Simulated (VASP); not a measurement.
Wanted: the native input for a VASP 6.6.1 run.

```
Task                   : single point
Functional             : PBE
Potentials or basis    : VASP PAW PBE potentials, release 64 (Cs_sv, Sc_sv)
Cutoff                 : 520 eV
k mesh                 : 8 × 8 × 2
Occupations            : gaussian, width 0.1 eV
Spin                   : no spin polarisation
Dipole correction      : no
Further INCAR settings : ALGO = Fast; EDIFF = 1e-06; NBANDS = 32
```

The structure of Cs3Sc2 lies in POSCAR:

```
Cs3Sc2
1.0
    4.3086690232      0.0000000000      0.0000000000
    0.0000000000      4.3086690232      0.0000000000
    0.0000000000      0.0000000000     16.7520004219
Cs Sc
3 2
Direct
    0.5000000000      0.5000000000      0.5000000000
    0.0000000000      0.0000000000      0.7812545565
    0.0000000000      0.0000000000      0.2187454435
    0.5000000000      0.5000000000      0.0000000000
    0.0000000000      0.0000000000      0.0000000000
```

One way to write it, as run:

INCAR

```
SYSTEM = Cs3Sc2
  PREC = Accurate
  ENCUT = 520
  EDIFF = 1E-6
  ISMEAR = 0
  SIGMA = 0.1
  LREAL = .False.
  LASPH = .True.
  NELM = 80
  ALGO = Fast
  ISIF = 2
  LWAVE = .False.
  LCHARG = .False.
  GGA = PE
  NBANDS = 32
```

KPOINTS

```
regular mesh
0
Gamma
  8 8 2
  0 0 0
```

Potentials or basis: VASP PAW PBE potentials, release 64 (Cs_sv, Sc_sv).

Launch:

```sh
$ cat potpaw_PBE.64/Cs_sv/POTCAR potpaw_PBE.64/Sc_sv/POTCAR > POTCAR
$ mpirun -np 1 vasp_std > vasp.out
```

Results of the run:

```json
{"Pressure": "0.0 GPa", "Largest force": "0.006 eV/Å", "Band gap on the k mesh": "zero (an odd number of electrons rules out a gap without spin polarisation)"}
```

Caveat: spin-orbit coupling is left out, which moves the levels of the heavy elements.

Run time: 10 min on 1 thread of Intel(R) Xeon(R) Platinum 8259CL CPU @ 2.50GHz (Skylake/Cascade Lake), with other jobs on the host, peak memory 0.54 GiB.
